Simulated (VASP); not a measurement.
# Sn2TeAs2 (P4/mmm) in VASP: notebook

Sn2TeAs2 is run at these levels: PBE; tasks: single point, relaxation of cell and atoms.

Program: VASP 6.6.1. These are calculated values, not measurements. Logs are shortened: lines on timing, memory, paths and dates and some standing lists are left out, and cuts for length are marked.

### 1 The cell of the first run

It takes space group P4/mmm (No. 123, tetragonal). The conventional cell has a = 4.002 Å, b = 4.002 Å, c = 8.194 Å, α = 90.00°, β = 90.00°, γ = 90.00°. Sn (site symmetry 4mm) has 4 As at 3.09 Å and 4 Te at 3.32 Å and 5 Sn at 3.49 to 4.00 Å within 4.1 Å. Within 4.6 Å of Te (site symmetry 4/mmm) lie 8 Sn at 3.32 Å and 4 Te at 4.00 Å and 8 As at 4.56 Å. Within 3.7 Å of As (site symmetry mmm) lie 4 As at 2.83 Å and 4 Sn at 3.09 Å.

The cell was built from a structure type or drawn by symmetry, and may not be a known phase.

### 2 Single point, PBE

The input, INCAR:

```
SYSTEM = Sn2TeAs2
PREC = Accurate
ENCUT = 520
EDIFF = 1E-6
ISMEAR = 0
SIGMA = 0.1
LREAL = .False.
LASPH = .True.
NELM = 60
ALGO = Normal
ISIF = 2
LWAVE = .False.
LCHARG = .False.
GGA = PE
NBANDS = 30
```

The input, KPOINTS:

```
Automatic mesh
0
Gamma
  4 4 4
  0 0 0
```

The input, POSCAR:

```
Sn2TeAs2
1.0
    4.0020404871      0.0000000000      0.0000000000
    0.0000000000      4.0020404871      0.0000000000
    0.0000000000      0.0000000000      8.1942529270
Sn Te As
2 1 2
Direct
    0.5000000000      0.5000000000      0.7870679888
    0.5000000000      0.5000000000      0.2129320112
    0.0000000000      0.0000000000      0.0000000000
    0.5000000000      0.0000000000      0.5000000000
    0.0000000000      0.5000000000      0.5000000000
```

Potentials or basis: VASP PAW PBE potentials, release 64 (Sn_d, Te, As).

Run with:

```bash
> cat potpaw_PBE.64/Sn_d/POTCAR potpaw_PBE.64/Te/POTCAR potpaw_PBE.64/As/POTCAR > POTCAR
> mpirun -np 1 vasp_std > vasp.out
```

OUTCAR:

```text
SYSTEM = Sn2TeAs2
   PREC = Accurate
   ENCUT = 520
   EDIFF = 1E-6
   ISMEAR = 0
   LREAL = .False.
   LASPH = .True.
   NELM = 60
   ISIF = 2
   GGA = PE

 ion  position               nearest neighbor table
   1  0.500  0.500  0.787-   4 3.09   5 3.09   4 3.09   5 3.09   3 3.32   3 3.32   3 3.32   3 3.32
                             2 3.49
   2  0.500  0.500  0.213-   4 3.09   5 3.09   4 3.09   5 3.09   3 3.32   3 3.32   3 3.32   3 3.32
                             1 3.49
   3  0.000  0.000  0.000-   1 3.32   2 3.32   1 3.32   2 3.32   1 3.32   2 3.32   1 3.32   2 3.32

   4  0.500  0.000  0.500-   5 2.83   5 2.83   5 2.83   5 2.83   2 3.09   2 3.09   1 3.09   1 3.09

   5  0.000  0.500  0.500-   4 2.83   4 2.83   4 2.83   4 2.83   1 3.09   2 3.09   1 3.09   2 3.09

  LATTYP: Found a simple tetragonal cell.
 ALAT       =     4.0020404871
 C/A-ratio  =     2.0475187479

  Lattice vectors:

 A1 = (   4.0020404871,   0.0000000000,   0.0000000000)
 A2 = (   0.0000000000,   4.0020404871,   0.0000000000)
 A3 = (   0.0000000000,   0.0000000000,   8.1942529270)

Analysis of symmetry for initial positions (statically):
=====================================================================
 Subroutine PRICEL returns:
 Original cell was already a primitive cell.

 Routine SETGRP: Setting up the symmetry group for a
 simple tetragonal supercell.

 Subroutine GETGRP returns: Found 16 space group operations
 (whereof 16 operations were pure point group operations)
 out of a pool of 16 trial point group operations.

The static configuration has the point symmetry D_4h.

Analysis of symmetry for dynamics (positions and initial velocities):
=====================================================================
 Subroutine PRICEL returns:
 Original cell was already a primitive cell.

 Routine SETGRP: Setting up the symmetry group for a
 simple tetragonal supercell.

 Subroutine GETGRP returns: Found 16 space group operations
 (whereof 16 operations were pure point group operations)
 out of a pool of 16 trial point group operations.

The dynamic configuration has the point symmetry D_4h.

 Subroutine INISYM returns: Found 16 space group operations
 (whereof 16 operations are pure point group operations),
 and found     1 'primitive' translations

----------------------------------------------------------------------------------------

                                     Primitive cell

  volume of cell :     131.2418

  direct lattice vectors                    reciprocal lattice vectors
     4.002040487  0.000000000  0.000000000     0.249872535  0.000000000  0.000000000
     0.000000000  4.002040487  0.000000000     0.000000000  0.249872535  0.000000000
     0.000000000  0.000000000  8.194252927     0.000000000  0.000000000  0.122036751

  length of vectors
     4.002040487  4.002040487  8.194252927     0.249872535  0.249872535  0.122036751

  position of ions in fractional coordinates (direct lattice)
     0.500000000  0.500000000  0.787067989
     0.500000000  0.500000000  0.212932011
     0.000000000  0.000000000  0.000000000
     0.500000000  0.000000000  0.500000000
     0.000000000  0.500000000  0.500000000

  ion indices of the primitive-cell ions
   primitive index   ion index
                 1           1
                 2           2
                 3           3
                 4           4
                 5           5

----------------------------------------------------------------------------------------

 KPOINTS: Automatic mesh

Automatic generation of k-mesh.
 Grid dimensions read from file:
 generate k-points for:    4    4    4

 Generating k-lattice:

  Cartesian coordinates                     Fractional coordinates (reciprocal lattice)
     0.062468134  0.000000000  0.000000000     0.250000000  0.000000000  0.000000000
     0.000000000  0.062468134  0.000000000     0.000000000  0.250000000  0.000000000
     0.000000000  0.000000000  0.030509188     0.000000000  0.000000000  0.250000000

  Length of vectors
     0.062468134  0.062468134  0.030509188

  Shift w.r.t. Gamma in fractional coordinates (k-lattice)
     0.000000000  0.000000000  0.000000000

 Subroutine IBZKPT returns following result:
 ===========================================

 Found     18 irreducible k-points:

 Following reciprocal coordinates:
            Coordinates               Weight
  0.000000  0.000000  0.000000      1.000000
  0.250000  0.000000  0.000000      4.000000
  0.500000  0.000000  0.000000      2.000000
  0.250000  0.250000  0.000000      4.000000
  0.500000  0.250000  0.000000      4.000000
  0.500000  0.500000  0.000000      1.000000
[... 10 lines left out ...]
  0.500000  0.250000  0.500000      4.000000
  0.500000  0.500000  0.500000      1.000000
   k-points           NKPTS =     18   k-points in BZ     NKDIM =     18   number of bands    NBANDS=     30
   number of dos      NEDOS =    301   number of ions     NIONS =      5
   total plane-waves  NPLWV =  57600
   dimension x,y,z NGX =    30 NGY =   30 NGZ =   64
   dimension x,y,z NGXF=    60 NGYF=   60 NGZF=  128
   ions per type =               2   1   2
   NGX,Y,Z   is equivalent  to a cutoff of  12.46, 12.46, 12.98 a.u.
   NGXF,Y,Z  is equivalent  to a cutoff of  24.92, 24.92, 25.97 a.u.
 SYSTEM =  Sn2TeAs2
   PREC   = accura    normal or accurate (medium, high low for compatibility)
   ISTART =      0    job   : 0-new  1-cont  2-samecut
   ICHARG =      2    charge: 1-file 2-atom 10-const
   ISPIN  =      1    spin polarized calculation?
   LNONCOLLINEAR =      F non collinear calculations
   LSORBIT =      F    spin-orbit coupling
   LASPH  =      T    aspherical Exc in radial PAW
   ENCUT  =  520.0 eV  38.22 Ry    6.18 a.u.   7.44  7.44 15.24*2*pi/ulx,y,z
   NELM   =     60;   NELMIN=  2; NELMDL= -5     # of ELM steps
   EDIFF  = 0.1E-05   stopping-criterion for ELM
   LREAL  =      F    real-space projection
   EDIFFG = 0.1E-04   stopping-criterion for IOM
   NSW    =      0    number of steps for IOM
   IBRION =     -1    ionic relax: 0-MD 1-quasi-New 2-CG
   NFREE  =      0    steps in history (QN), initial steepest desc. (CG)
   ISIF   =      2    stress and relaxation
   ISYM   =      2    0-nonsym 1-usesym 2-fastsym
   POTIM  = 0.5000    time-step for ionic-motion
   TEBEG  =    0.0;   TEEND  =   0.0 temperature during run
   PSTRESS=    0.0 pullay stress
   NELECT =      44.0000    total number of electrons
   NUPDOWN=      -1.0000    fix difference up-down
   EMIN   =  10.00;   EMAX   =-10.00  energy-range for DOS
   EFERMI =   0.00;   METHOD = LEGACY
   ISMEAR =     0;   SIGMA  =   0.10  broadening in eV -4-tet -1-fermi 0-gaus
   EFERMI_NEDOS =   21; number of points for ismear=-14 and -15
   IALGO  =     38    algorithm
   IMIX   =      4    mixing-type and parameters
     AMIX     =   0.40;   BMIX     =  1.00
     AMIX_MAG =   1.60;   BMIX_MAG =  1.00
  volume/ion in A,a.u.               =      26.25       177.13
  Fermi-wavevector in a.u.,A,eV,Ry     =   1.137282  2.149152 17.597926  1.293411
  Thomas-Fermi vector in A             =   2.273987
   LORBIT       =      0    0 simple, 1 ext, 2 COOP (PROOUT), +10 PAW based schemes
   GGA     = PE    functional components
   LHFCALC =     F    Hartree Fock is set to
   AEXX    =    0.0000 exact exchange contribution
   IVDW    =     0    specifies the selected vdW correction
   LEPSILON=     F    determine dielectric tensor
   LRPA    =     F    only Hartree local field effects (RPA)
 non-spin polarized calculation
 Gauss-broadening in eV      SIGMA  =   0.10
  energy-cutoff  :      520.00
  volume of cell :      131.24
 maximum number of plane-waves:      3590
 NGX is ok and might be reduce to    30
   NGX = 15   NGY = 15   NGZ = 31

 number of electron      44.0000023 magnetization

 Free energy of the ion-electron system (eV)
  ---------------------------------------------------
  ext. energy  EPLUGINS =         0.00000000
  ---------------------------------------------------
  free energy    TOTEN  =       -20.13796439 eV

  energy without entropy =      -20.12690452  energy(sigma->0) =      -20.13243445

 E-fermi :   6.5356     XC(G=0):  -9.9402

 val. band max:        6.5023275759   @ k =   0.5000   0.0000   0.5000
 cond. band min:       6.5752886235   @ k =   0.5000   0.5000   0.2500
 fundamental gap:      0.0729610477
 Fermi energy:         6.5355704348

 k-point     1 :       0.0000    0.0000    0.0000
  band No.  band energies     occupation
      1     -15.1963      2.00000
      2     -15.1822      2.00000
      3     -15.1796      2.00000
      4     -15.1651      2.00000
      5     -15.1651      2.00000
      6     -15.1509      2.00000
[... 22 lines left out ...]
     29      10.3179      0.00000
     30      11.6743      0.00000

 k-point     2 :       0.2500    0.0000    0.0000
  band No.  band energies     occupation
      1     -15.1939      2.00000
      2     -15.1724      2.00000
      3     -15.1710      2.00000
      4     -15.1707      2.00000
      5     -15.1643      2.00000
      6     -15.1550      2.00000
[... 22 lines left out ...]
     29      10.8014      0.00000
     30      11.0828      0.00000

 k-point     3 :       0.5000    0.0000    0.0000
  band No.  band energies     occupation
      1     -15.1924      2.00000
      2     -15.1797      2.00000
      3     -15.1638      2.00000
      4     -15.1635      2.00000
      5     -15.1590      2.00000
      6     -15.1589      2.00000
[... 22 lines left out ...]
     29      10.4204      0.00000
     30      11.4880      0.00000

 k-point     4 :       0.2500    0.2500    0.0000
  band No.  band energies     occupation
      1     -15.1894      2.00000
      2     -15.1718      2.00000
      3     -15.1709      2.00000
      4     -15.1618      2.00000
      5     -15.1598      2.00000
      6     -15.1598      2.00000
[... 418 lines left out ...]
     29      11.4299      0.00000
     30      11.7018      0.00000

 k-point    17 :       0.5000    0.2500    0.5000
  band No.  band energies     occupation
      1     -15.1824      2.00000
      2     -15.1752      2.00000
      3     -15.1679      2.00000
      4     -15.1645      2.00000
      5     -15.1611      2.00000
      6     -15.1584      2.00000
[... 22 lines left out ...]
     29      10.8660      0.00000
     30      11.4118      0.00000

 k-point    18 :       0.5000    0.5000    0.5000
  band No.  band energies     occupation
      1     -15.1783      2.00000
      2     -15.1737      2.00000
      3     -15.1737      2.00000
      4     -15.1703      2.00000
      5     -15.1659      2.00000
      6     -15.1577      2.00000
[... 22 lines left out ...]
     29      11.9436      0.00000
     30      12.2863      0.00000

------------------------ aborting loop because EDIFF is reached ----------------------------------------

  FORCE on cell =-STRESS in cart. coord.  units (eV):
  Direction    XX          YY          ZZ          XY          YZ          ZX
  --------------------------------------------------------------------------------------
  -------------------------------------------------------------------------------------
  Total       -0.2123517     -0.2123517     -0.0676722      0.0000000      0.0000000      0.0000000
  in kB       -2.5923524     -2.5923524     -0.8261308      0.0000000      0.0000000      0.0000000
  external PRESSURE =      -2.0036119 kB  Pullay stress =       0.0000000 kB

 VOLUME and BASIS-vectors are now :
 -----------------------------------------------------------------------------
  energy-cutoff  :      520.00
  volume of cell :      131.24
      direct lattice vectors                 reciprocal lattice vectors
     4.002040487  0.000000000  0.000000000     0.249872535  0.000000000  0.000000000
     0.000000000  4.002040487  0.000000000     0.000000000  0.249872535  0.000000000
     0.000000000  0.000000000  8.194252927     0.000000000  0.000000000  0.122036751

 POSITION                                       TOTAL-FORCE (eV/Angst)
 -----------------------------------------------------------------------------------
      2.00102      2.00102      6.44943         0.000000     -0.000000      0.005476
      2.00102      2.00102      1.74482        -0.000000      0.000000     -0.005476
      0.00000      0.00000      0.00000         0.000000     -0.000000      0.000000
      2.00102      0.00000      4.09713         0.000000     -0.000000      0.000000
      0.00000      2.00102      4.09713         0.000000     -0.000000      0.000000
 -----------------------------------------------------------------------------------
    total drift:                                0.000000      0.000000      0.000000

  FREE ENERGIE OF THE ION-ELECTRON SYSTEM (eV)
  ---------------------------------------------------
  free  energy   TOTEN  =       -20.1379643851 eV

  energy  without entropy=      -20.1269045232  energy(sigma->0) =      -20.13243445
```

Wall time 72 s (1 thread of Intel Xeon Platinum 8488C (Sapphire Rapids), shared host); peak memory 0.26 GiB.

What came out:

* Free energy: -20.1380 eV
* Pressure: -0.2 GPa
* Largest force: 0.005 eV/Å
* Band gap on the k mesh: zero (bands 22 and 23 overlap by 1.66 eV)

Forces in eV/Å, atoms in the order of the input:
```
Sn   0.000  0.000  0.005
Sn   0.000  0.000 -0.005
Te   0.000  0.000  0.000
As   0.000  0.000  0.000
As   0.000  0.000  0.000
```

Caveat: the k points lie up to 0.39 Å⁻¹ apart, too coarse for converged energies and pressures of a metal; spin-orbit coupling is left out, which moves the levels of the heavy elements.

### 3 Single point, PBE

This run uses another cell than the first one, of 26.80 Å³/atom.

The input, INCAR:

```
ALGO     = Normal         # electronic algorithm
EDIFF    = 1E-6           # SCF threshold, eV
ENCUT    = 520            # plane-wave cutoff, eV
GGA      = PE             # functional
ISIF     = 2              # what is computed and relaxed
ISMEAR   = 0              # smearing method
LASPH    = T              # aspherical terms in the spheres
LCHARG   = F              # write CHGCAR
LREAL    = F              # projectors in reciprocal space
LWAVE    = F              # write WAVECAR
NBANDS   = 30             # bands
NELM     = 100            # most SCF steps
PREC     = Accurate       # precision mode
SIGMA    = 0.1            # smearing width, eV
```

The input, KPOINTS:

```
k-points
0
Gamma
  4 4 4
```

The input, POSCAR:

```
Sn2TeAs2
1.0
    4.6625620900      0.0000000000      0.0000000000
    0.0000000000      4.6625620900      0.0000000000
    0.0000000000      0.0000000000      6.1641365200
Sn Te As
2 1 2
Direct
    0.5000000000      0.5000000000      0.7247068300
    0.5000000000      0.5000000000      0.2752931700
    0.0000000000      0.0000000000      0.0000000000
    0.5000000000      0.0000000000      0.5000000000
    0.0000000000      0.5000000000      0.5000000000
```

Potentials or basis: VASP PAW PBE potentials, release 64 (Sn_d, Te, As).

Run with:

```bash
> cat potpaw_PBE.64/Sn_d/POTCAR potpaw_PBE.64/Te/POTCAR potpaw_PBE.64/As/POTCAR > POTCAR
> mpirun -np 1 vasp_std > vasp.out
```

Wall time 55 s (1 thread of Intel Xeon Platinum 8488C (Sapphire Rapids), shared host); peak memory 0.27 GiB.

It converged, with:

- Free energy: -17.1078 eV
- Pressure: 7.4 GPa
- Largest force: 4.083 eV/Å
- Band gap on the k mesh: zero (bands 22 and 23 overlap by 0.79 eV)

Forces on the atoms (eV/Å):
```
Sn   0.000  0.000  4.083
Sn   0.000  0.000 -4.083
Te   0.000  0.000  0.000
As   0.000  0.000  0.000
As   0.000  0.000  0.000
```

Stress tensor (GPa, compression positive):
```
 6.01  0.00  0.00
 0.00  6.01  0.00
 0.00  0.00 10.06
```

Levels at points of the mesh, in eV from the Fermi level:
```tsv
k point	band 20	band 21	band 22	band 23	band 24	band 25
(0.00, 0.00, 0.00)	-0.74	-0.54	-0.47	0.84	0.84	1.23
(0.50, 0.00, 0.00)	-1.04	0.05	0.21	0.38	0.93	1.69
(0.50, 0.50, 0.00)	-2.33	-2.33	-1.44	1.06	2.75	3.86
(0.00, 0.00, 0.50)	-1.63	-0.79	-0.68	0.80	0.80	1.93
(0.50, 0.00, 0.50)	-0.95	-0.73	-0.37	-0.26	0.29	0.74
(0.50, 0.50, 0.50)	-0.12	0.10	0.11	1.06	2.09	2.65
```

Caveat: the cell stands under pressure; spin-orbit coupling is left out, which moves the levels of the heavy elements; forces of over 1 eV/Å act on the atoms, so gaps and moduli don't describe the material at rest.

[end of part 1 of 2]
